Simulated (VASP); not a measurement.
# K2NaGeF6 (Fm-3m) in VASP: single point with BLYP

Aim: the single point of K2NaGeF6 with BLYP.

Program: VASP 6.6.1. These are calculated values, not measurements. Logs are shortened: lines on timing, memory, paths and dates and some standing lists are left out, and cuts for length are marked.

**1. The cell of the first run**

The structure is cubic, space group Fm-3m (No. 225). Conventional cell: a = 8.613 Å, b = 8.613 Å, c = 8.613 Å, α = 90.00°, β = 90.00°, γ = 90.00°. Within 4.0 Å of K (site symmetry -43m) lie 12 F at 3.05 Å and 4 Ge at 3.73 Å and 4 Na at 3.73 Å. Ge (site symmetry m-3m) has 6 F at 1.97 Å within 2.6 Å. Within 3.1 Å of Na (site symmetry m-3m) lie 6 F at 2.33 Å. Within 2.6 Å of F (site symmetry 4mm) lie 1 Ge at 1.97 Å and 1 Na at 2.33 Å.

**2. Single point, BLYP**

INCAR

```
AGGAC    = 1.0          
AGGAX    = 1.0          
ALDAC    = 0.0          
ALDAX    = 1.0          
ALGO     = Normal         # electronic algorithm
EDIFF    = 1E-6           # SCF threshold, eV
ENCUT    = 520            # plane-wave cutoff, eV
GGA      = B5             # functional
ISIF     = 2              # what is computed and relaxed
ISMEAR   = -1             # smearing method
LASPH    = T              # aspherical terms in the spheres
LCHARG   = F              # write CHGCAR
LREAL    = F              # projectors in reciprocal space
LWAVE    = F              # write WAVECAR
NBANDS   = 52             # bands
NELM     = 60             # most SCF steps
PREC     = Accurate       # precision mode
SIGMA    = 0.1            # smearing width, eV
```

KPOINTS

```
k-points
0
Gamma
  7 7 7
```

POSCAR

```
K2NaGeF6
1.0
    0.0000000000      4.3065300000      4.3065300000
    4.3065300000      0.0000000000      4.3065300000
    4.3065300000      4.3065300000      0.0000000000
K Ge Na F
2 1 1 6
Direct
    0.2500000000      0.2500000000      0.2500000000
    0.7500000000      0.7500000000      0.7500000000
    0.0000000000      0.0000000000      0.0000000000
    0.5000000000      0.5000000000      0.5000000000
    0.7710000000      0.2290000000      0.2290000000
    0.2290000000      0.7710000000      0.2290000000
    0.2290000000      0.7710000000      0.7710000000
    0.7710000000      0.2290000000      0.7710000000
    0.2290000000      0.2290000000      0.7710000000
    0.7710000000      0.7710000000      0.2290000000
```

Potentials or basis: VASP PAW PBE potentials, release 64 (K_sv, Ge_d, Na_pv, F).

Launch:

```sh
> cat potpaw_PBE.64/K_sv/POTCAR potpaw_PBE.64/Ge_d/POTCAR potpaw_PBE.64/Na_pv/POTCAR potpaw_PBE.64/F/POTCAR > POTCAR
> mpirun -np 1 vasp_std > vasp.out
```

OUTCAR:

```text
EDIFF = 1E-6
   ENCUT = 520
   GGA = B5
   ISIF = 2
   ISMEAR = -1
   LASPH = T
   LREAL = F
   NELM = 60
   PREC = Accurate

 ion  position               nearest neighbor table
   1  0.250  0.250  0.250-
   2  0.750  0.750  0.750-
   3  0.000  0.000  0.000-   5 1.97   6 1.97   7 1.97   8 1.97   9 1.97  10 1.97
   4  0.500  0.500  0.500-   5 2.33   6 2.33   7 2.33   8 2.33   9 2.33  10 2.33
   5  0.771  0.229  0.229-   3 1.97   4 2.33
   6  0.229  0.771  0.229-   3 1.97   4 2.33
   7  0.229  0.771  0.771-   3 1.97   4 2.33
   8  0.771  0.229  0.771-   3 1.97   4 2.33
   9  0.229  0.229  0.771-   3 1.97   4 2.33
  10  0.771  0.771  0.229-   3 1.97   4 2.33

  LATTYP: Found a face centered cubic cell.
 ALAT       =     8.6130600000

  Lattice vectors:

 A1 = (   0.0000000000,   4.3065300000,   4.3065300000)
 A2 = (   4.3065300000,   0.0000000000,   4.3065300000)
 A3 = (   4.3065300000,   4.3065300000,   0.0000000000)

Analysis of symmetry for initial positions (statically):
=====================================================================
 Subroutine PRICEL returns:
 Original cell was already a primitive cell.

 Routine SETGRP: Setting up the symmetry group for a
 face centered cubic supercell.

 Subroutine GETGRP returns: Found 48 space group operations
 (whereof 48 operations were pure point group operations)
 out of a pool of 48 trial point group operations.

The static configuration has the point symmetry O_h .

Analysis of symmetry for dynamics (positions and initial velocities):
=====================================================================
 Subroutine PRICEL returns:
 Original cell was already a primitive cell.

 Routine SETGRP: Setting up the symmetry group for a
 face centered cubic supercell.

 Subroutine GETGRP returns: Found 48 space group operations
 (whereof 48 operations were pure point group operations)
 out of a pool of 48 trial point group operations.

The dynamic configuration has the point symmetry O_h .

 Subroutine INISYM returns: Found 48 space group operations
 (whereof 48 operations are pure point group operations),
 and found     1 'primitive' translations

----------------------------------------------------------------------------------------

                                     Primitive cell

  volume of cell :     159.7395

  direct lattice vectors                    reciprocal lattice vectors
     0.000000000  4.306530000  4.306530000    -0.116102756  0.116102756  0.116102756
     4.306530000  0.000000000  4.306530000     0.116102756 -0.116102756  0.116102756
     4.306530000  4.306530000  0.000000000     0.116102756  0.116102756 -0.116102756

  length of vectors
     6.090353133  6.090353133  6.090353133     0.201095872  0.201095872  0.201095872

  position of ions in fractional coordinates (direct lattice)
     0.250000000  0.250000000  0.250000000
     0.750000000  0.750000000  0.750000000
     0.000000000  0.000000000  0.000000000
     0.500000000  0.500000000  0.500000000
     0.771000000  0.229000000  0.229000000
     0.229000000  0.771000000  0.229000000
     0.229000000  0.771000000  0.771000000
     0.771000000  0.229000000  0.771000000
     0.229000000  0.229000000  0.771000000
     0.771000000  0.771000000  0.229000000

  ion indices of the primitive-cell ions
   primitive index   ion index
                 1           1
                 2           2
                 3           3
                 4           4
                 5           5
                 6           6
                 7           7
                 8           8
                 9           9
                10          10

----------------------------------------------------------------------------------------

 KPOINTS: k-points

Automatic generation of k-mesh.
 Grid dimensions read from file:
 generate k-points for:    7    7    7

 Generating k-lattice:

  Cartesian coordinates                     Fractional coordinates (reciprocal lattice)
    -0.016586108  0.016586108  0.016586108     0.142857143  0.000000000  0.000000000
     0.016586108 -0.016586108  0.016586108     0.000000000  0.142857143  0.000000000
     0.016586108  0.016586108 -0.016586108     0.000000000  0.000000000  0.142857143

  Length of vectors
     0.028727982  0.028727982  0.028727982

  Shift w.r.t. Gamma in fractional coordinates (k-lattice)
     0.000000000  0.000000000  0.000000000

 Subroutine IBZKPT returns following result:
 ===========================================

 Found     20 irreducible k-points:

 Following reciprocal coordinates:
            Coordinates               Weight
  0.000000  0.000000  0.000000      1.000000
  0.142857  0.000000  0.000000      8.000000
  0.285714  0.000000  0.000000      8.000000
  0.428571  0.000000  0.000000      8.000000
  0.142857  0.142857  0.000000      6.000000
  0.285714  0.142857  0.000000     24.000000
[... 12 lines left out ...]
 -0.428571  0.428571  0.142857     24.000000
 -0.285714  0.428571  0.142857     24.000000
   k-points           NKPTS =     20   k-points in BZ     NKDIM =     20   number of bands    NBANDS=     52
   number of dos      NEDOS =    301   number of ions     NIONS =     10
   total plane-waves  NPLWV = 110592
   dimension x,y,z NGX =    48 NGY =   48 NGZ =   48
   dimension x,y,z NGXF=    96 NGYF=   96 NGZF=   96
   ions per type =               2   1   1   6
   NGX,Y,Z   is equivalent  to a cutoff of  13.10, 13.10, 13.10 a.u.
   NGXF,Y,Z  is equivalent  to a cutoff of  26.20, 26.20, 26.20 a.u.
 SYSTEM =  unknown system
   PREC   = accura    normal or accurate (medium, high low for compatibility)
   ISTART =      0    job   : 0-new  1-cont  2-samecut
   ICHARG =      2    charge: 1-file 2-atom 10-const
   ISPIN  =      1    spin polarized calculation?
   LNONCOLLINEAR =      F non collinear calculations
   LSORBIT =      F    spin-orbit coupling
   LASPH  =      T    aspherical Exc in radial PAW
   ENCUT  =  520.0 eV  38.22 Ry    6.18 a.u.  11.32 11.32 11.32*2*pi/ulx,y,z
   NELM   =     60;   NELMIN=  2; NELMDL= -5     # of ELM steps
   EDIFF  = 0.1E-05   stopping-criterion for ELM
   LREAL  =      F    real-space projection
   EDIFFG = 0.1E-04   stopping-criterion for IOM
   NSW    =      0    number of steps for IOM
   IBRION =     -1    ionic relax: 0-MD 1-quasi-New 2-CG
   NFREE  =      0    steps in history (QN), initial steepest desc. (CG)
   ISIF   =      2    stress and relaxation
   ISYM   =      2    0-nonsym 1-usesym 2-fastsym
   POTIM  = 0.5000    time-step for ionic-motion
   TEBEG  =    0.0;   TEEND  =   0.0 temperature during run
   PSTRESS=    0.0 pullay stress
   NELECT =      81.0000    total number of electrons
   NUPDOWN=      -1.0000    fix difference up-down
   EMIN   =  10.00;   EMAX   =-10.00  energy-range for DOS
   EFERMI =   0.00;   METHOD = LEGACY
   ISMEAR =    -1;   SIGMA  =   0.10  broadening in eV -4-tet -1-fermi 0-gaus
   EFERMI_NEDOS =   21; number of points for ismear=-14 and -15
   IALGO  =     38    algorithm
   IMIX   =      4    mixing-type and parameters
     AMIX     =   0.40;   BMIX     =  1.00
     AMIX_MAG =   1.60;   BMIX_MAG =  1.00
  volume/ion in A,a.u.               =      15.97       107.80
  Fermi-wavevector in a.u.,A,eV,Ry     =   1.305466  2.466974 23.187627  1.704242
  Thomas-Fermi vector in A             =   2.436334
   LORBIT       =      0    0 simple, 1 ext, 2 COOP (PROOUT), +10 PAW based schemes
   GGA     = B5    functional components
   LHFCALC =     F    Hartree Fock is set to
   AEXX    =    0.0000 exact exchange contribution
   IVDW    =     0    specifies the selected vdW correction
   LEPSILON=     F    determine dielectric tensor
   LRPA    =     F    only Hartree local field effects (RPA)
 non-spin polarized calculation
  energy-cutoff  :      520.00
  volume of cell :      159.74
 maximum number of plane-waves:      4324
 NGX is ok and might be reduce to    48
   NGX = 23   NGY = 23   NGZ = 23

 number of electron      80.9999957 magnetization

 Free energy of the ion-electron system (eV)
  ---------------------------------------------------
  ext. energy  EPLUGINS =         0.00000000
  ---------------------------------------------------
  free energy    TOTEN  =       -42.99479073 eV

  energy without entropy =      -42.89701054  energy(sigma->0) =      -42.94590063

 E-fermi :   2.5936     XC(G=0):  -8.6056

 val. band max:        2.5770273904   @ k =   0.4286   0.0000   0.0000
 cond. band min:       2.6104820740   @ k =   0.4286   0.2857   0.0000
 fundamental gap:      0.0334546836
 Fermi energy:         2.5935934603

 k-point     1 :       0.0000    0.0000    0.0000
  band No.  band energies     occupation
      1     -28.3198      2.00000
      2     -28.3018      2.00000
      3     -23.7201      2.00000
      4     -23.7201      2.00000
      5     -23.3406      2.00000
      6     -23.3406      2.00000
[... 44 lines left out ...]
     51       9.8871      0.00000
     52      10.5181      0.00000

 k-point     2 :       0.1429    0.0000    0.0000
  band No.  band energies     occupation
      1     -28.3187      2.00000
      2     -28.3025      2.00000
      3     -23.7212      2.00000
      4     -23.7212      2.00000
      5     -23.3406      2.00000
      6     -23.3406      2.00000
[... 44 lines left out ...]
     51       9.6763      0.00000
     52      10.2563      0.00000
[... 933 lines left out ...]
     51       9.5535      0.00000
     52       9.6079      0.00000

 k-point    20 :      -0.2857    0.4286    0.1429
  band No.  band energies     occupation
      1     -28.3098      2.00000
      2     -28.3090      2.00000
      3     -23.7249      2.00000
      4     -23.7235      2.00000
      5     -23.3406      2.00000
      6     -23.3406      2.00000
[... 44 lines left out ...]
     51       9.4284      0.00000
     52       9.6011      0.00000

------------------------ aborting loop because EDIFF is reached ----------------------------------------

  FORCE on cell =-STRESS in cart. coord.  units (eV):
  Direction    XX          YY          ZZ          XY          YZ          ZX
  --------------------------------------------------------------------------------------
  -------------------------------------------------------------------------------------
  Total        2.5716327      2.5716327      2.5716327     -0.0000000      0.0000000     -0.0000000
  in kB       25.7933114     25.7933114     25.7933114     -0.0000000      0.0000000     -0.0000000
  external PRESSURE =      25.7933114 kB  Pullay stress =       0.0000000 kB

 VOLUME and BASIS-vectors are now :
 -----------------------------------------------------------------------------
  energy-cutoff  :      520.00
  volume of cell :      159.74
      direct lattice vectors                 reciprocal lattice vectors
     0.000000000  4.306530000  4.306530000    -0.116102756  0.116102756  0.116102756
     4.306530000  0.000000000  4.306530000     0.116102756 -0.116102756  0.116102756
     4.306530000  4.306530000  0.000000000     0.116102756  0.116102756 -0.116102756

 POSITION                                       TOTAL-FORCE (eV/Angst)
 -----------------------------------------------------------------------------------
      2.15327      2.15327      2.15327         0.000000     -0.000000      0.000000
      6.45980      6.45980      6.45980        -0.000000     -0.000000      0.000000
      0.00000      0.00000      0.00000         0.000000     -0.000000      0.000000
      4.30653      4.30653      4.30653         0.000000     -0.000000      0.000000
      1.97239      4.30653      4.30653         0.839004     -0.000000      0.000000
      4.30653      1.97239      4.30653         0.000000      0.839004      0.000000
      6.64067      4.30653      4.30653        -0.839004     -0.000000      0.000000
      4.30653      6.64067      4.30653         0.000000     -0.839004      0.000000
      4.30653      4.30653      1.97239         0.000000     -0.000000      0.839004
      4.30653      4.30653      6.64067         0.000000     -0.000000     -0.839004
 -----------------------------------------------------------------------------------
    total drift:                               -0.000000     -0.000000     -0.000000

  FREE ENERGIE OF THE ION-ELECTRON SYSTEM (eV)
  ---------------------------------------------------
  free  energy   TOTEN  =       -42.9947907280 eV

  energy  without entropy=      -42.8970105415  energy(sigma->0) =      -42.94590063
```

Wall time 6.2 min (1 thread of Intel Xeon 8259CL, shared host); peak memory 0.42 GiB.

Results:

* Free energy: -42.9948 eV
* Pressure: 2.6 GPa
* Largest force: 0.839 eV/Å
* Band gap on the k mesh: zero (an odd number of electrons rules out a gap without spin polarisation)

Forces in eV/Å, atoms in the order of the input:
```
K    0.000  0.000  0.000
K    0.000  0.000  0.000
Ge   0.000  0.000  0.000
Na   0.000  0.000  0.000
F    0.839  0.000  0.000
F    0.000  0.839  0.000
F   -0.839  0.000  0.000
F    0.000 -0.839  0.000
F    0.000  0.000  0.839
F    0.000  0.000 -0.839
```

Levels at points of the mesh, in eV from the Fermi level:
```csv
k point,band 38,band 39,band 40,band 41,band 42,band 43,band 44,band 45
"(0.00, 0.00, 0.00)",-4.99,-4.99,-4.99,-0.82,3.24,4.36,4.36,4.36
```

Caveat: the PAW data sets were made with another functional, which shifts forces and pressure a little; an odd number of electrons without spin polarisation forces a metal; a magnetic or distorted state may lie lower.

The gap in the log of VASP goes by the Fermi energy; the results here count the filled bands.